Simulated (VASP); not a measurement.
Here is a VASP 6.6.1 calculation.

Contents of INCAR:

```
SYSTEM = Hf4N
PREC = Accurate
ENCUT = 520
EDIFF = 1E-6
ISMEAR = 0
SIGMA = 0.1
LREAL = .FALSE.
LASPH = .TRUE.
NELM = 60
ALGO = Normal
ISIF = 2
LWAVE = .FALSE.
LCHARG = .FALSE.
GGA = PE
NBANDS = 30
```

File KPOINTS:

```
Automatic mesh
0
G
  4 4 4
  0 0 0
```

POSCAR

```
Hf4N
1.0
   -2.8572276795      2.8572276795      2.8572276795
    2.8572276795     -2.8572276795      2.8572276795
    2.8572276795      2.8572276795     -2.8572276795
Hf N
4 1
Direct
    0.5000000000      0.5000000000      0.5000000000
    0.5000000000      0.0000000000      0.0000000000
    0.0000000000      0.0000000000      0.5000000000
    0.0000000000      0.5000000000      0.0000000000
    0.0000000000      0.0000000000      0.0000000000
```

Potentials or basis: VASP PAW PBE potentials, release 64 (Hf_pv, N).

Launch:

```sh
$ cat potpaw_PBE.64/Hf_pv/POTCAR potpaw_PBE.64/N/POTCAR > POTCAR
$ mpirun -np 1 vasp_std > vasp.out
```

(1) Predict the pressure.

Results:

(1) -0.6 GPa.

Caveat: the k points lie up to 0.39 Å⁻¹ apart.
